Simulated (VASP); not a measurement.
A run of VASP 6.6.1 is set up as follows.

The input INCAR:

```
ALGO = Normal
EDIFF = 1E-7
ENCUT = 520
GGA = PE
ISIF = 2
ISMEAR = -1
LASPH = True
LCHARG = False
LREAL = False
LWAVE = False
NBANDS = 15
NELM = 60
PREC = Accurate
SIGMA = 0.1
```

The input KPOINTS:

```
k-points
0
Gamma
  9 9 9
```

POSCAR

```
Al2Pt
1.0
    0.0000000000      2.9727787011      2.9727787011
    2.9727787011      0.0000000000      2.9727787011
    2.9727787011      2.9727787011      0.0000000000
Al Pt
2 1
Direct
    0.2500000000      0.2500000000      0.2500000000
    0.7500000000      0.7500000000      0.7500000000
    0.0000000000      0.0000000000      0.0000000000
```

Potentials or basis: VASP PAW PBE potentials, release 64 (Al, Pt).

Launch:

```sh
$ cat potpaw_PBE.64/Al/POTCAR potpaw_PBE.64/Pt/POTCAR > POTCAR
$ mpirun -np 1 vasp_std > vasp.out
```

Q: What does it give for the pressure?

A: -0.1 GPa.

Q: What does it give for the band gap on the k mesh?

A: Zero (bands 8 and 9 overlap by 5.23 eV).

Caveat: spin-orbit coupling is left out, which moves the levels of the heavy elements.
